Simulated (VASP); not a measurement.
A run of VASP 6.6.1 is set up as follows.

File INCAR:

```
  ALGO = Normal
  EDIFF = 1E-6
  ENCUT = 520
  GGA = PE
  ISIF = 2
  ISMEAR = 0
  LASPH = T
  LCHARG = F
  LREAL = F
  LWAVE = F
  NBANDS = 8
  NELM = 100
  PREC = Accurate
  SIGMA = 0.1
```

Contents of KPOINTS:

```
k-points
0
Gamma
  18 18 18
```

File POSCAR:

```
Al
1.0
   -1.6112998699      1.6112998699      1.4840023747
    1.7385973651     -1.7385973651      1.7385973651
    1.4840023747      1.6112998699     -1.6112998699
Al
1
Direct
    0.0000000000      0.0000000000      0.0000000000
```

Potentials or basis: VASP PAW PBE potentials, release 64 (Al).

Launch:

```console
$ cat potpaw_PBE.64/Al/POTCAR > POTCAR
$ mpirun -np 1 vasp_std > vasp.out
```

Estimate the pressure.

2.5 GPa.

What does it give for the band gap on the k mesh?

Zero (an odd number of electrons rules out a gap without spin polarisation).

Stress tensor (GPa, compression positive):
```
 2.49  2.74 -2.74
 2.74  2.49  2.74
-2.74  2.74  2.49
```

Caveat: the cell differs from its parent crystal (strained).
